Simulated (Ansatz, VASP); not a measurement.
C: VASP beside Ansatz

File INCAR:

```
SYSTEM = C
ALGO = Normal
EDIFF = 1E-6
ENCUT = 520
GGA = PE
ISIF = 2
ISMEAR = 0
LASPH = .True.
LCHARG = .False.
LREAL = .False.
LWAVE = .False.
NBANDS = 31
NELM = 60
PREC = Accurate
SIGMA = 0.05
```

KPOINTS

```
k-points
0
Gamma
  12 12 12
  0 0 0
```

Contents of POSCAR:

```
C
1.0
    1.2472000000      0.7200712557     10.0905666667
   -1.2472000000      0.7200712557     10.0905666667
    0.0000000000     -1.4401425115     10.0905666667
C
10
Direct
    0.0248257000      0.0248257000      0.0248257000
    0.9751743000      0.9751743000      0.9751743000
    0.1086810650      0.1086810650      0.1086810650
    0.8913189350      0.8913189350      0.8913189350
    0.1583663742      0.1583663742      0.1583663742
    0.8416336258      0.8416336258      0.8416336258
    0.3748589682      0.3748589682      0.3748589682
    0.6251410318      0.6251410318      0.6251410318
    0.4253192967      0.4253192967      0.4253192967
    0.5746807033      0.5746807033      0.5746807033
```

Input for Ansatz:

```yaml
crystal:
  lattice:
    - [1.2472, 0.7200712557, 10.0905666667]
    - [-1.2472, 0.7200712557, 10.0905666667]
    - [0.0, -1.4401425115, 10.0905666667]
  atoms:
    - { symbol: C, position: [0.0248257, 0.0248257, 0.0248257] }
    - { symbol: C, position: [0.9751743, 0.9751743, 0.9751743] }
    - { symbol: C, position: [0.108681065, 0.108681065, 0.108681065] }
    - { symbol: C, position: [0.891318935, 0.891318935, 0.891318935] }
    - { symbol: C, position: [0.1583663742, 0.1583663742, 0.1583663742] }
    - { symbol: C, position: [0.8416336258, 0.8416336258, 0.8416336258] }
    - { symbol: C, position: [0.3748589682, 0.3748589682, 0.3748589682] }
    - { symbol: C, position: [0.6251410318, 0.6251410318, 0.6251410318] }
    - { symbol: C, position: [0.4253192967, 0.4253192967, 0.4253192967] }
    - { symbol: C, position: [0.5746807033, 0.5746807033, 0.5746807033] }
basis:
  ecutwfc: 520.0
kpoints:
  mp_grid: { grid: [12, 12, 12] }
hamiltonian:
  xc: pbe
  pseudopotentials: { kind: paw, azcp: { folder: soft_1 } }
scf:
  occupations: { method: gaussian, width: 0.05 }
output:
  forces: true
  stress: true
  eigenvalues: true
```

Alike in both runs: task single point; functional PBE; k mesh 12 × 12 × 12; occupations gaussian, width 0.05 eV; no spin polarisation.

|  | VASP | Ansatz |
| --- | --- | --- |
| version | VASP 6.6.1 | Ansatz 0.2.0 |
| potentials or method | VASP PAW PBE potentials, release 64 (C), cutoff 520 eV | scalar-relativistic, plane waves, PAW |
| valence electrons in the cell | 40 | 40 |

VASP gave:

```
gap on the k mesh at the Fermi level (eV)                     : 4.43
least direct gap on the mesh (eV)                             : 5.25
pressure (GPa)                                                : 23.3
traceless stress, the component that is largest in VASP (GPa) : 15.36
rms of the force components (eV/Å)                            : 0.050
```

**Question.** Which values does Ansatz return?

**Answer.** gap on the k mesh at the Fermi level (eV): 4.45; least direct gap on the mesh (eV): 5.26; pressure (GPa): 22.5; traceless stress, the component that is largest in VASP (GPa): 15.29; rms of the force components (eV/Å): 0.047.

Atom by atom the forces differ by 0.003 eV/Å (rms over components). With one functional, cell and mesh, what is left measures potentials, basis and numerics.
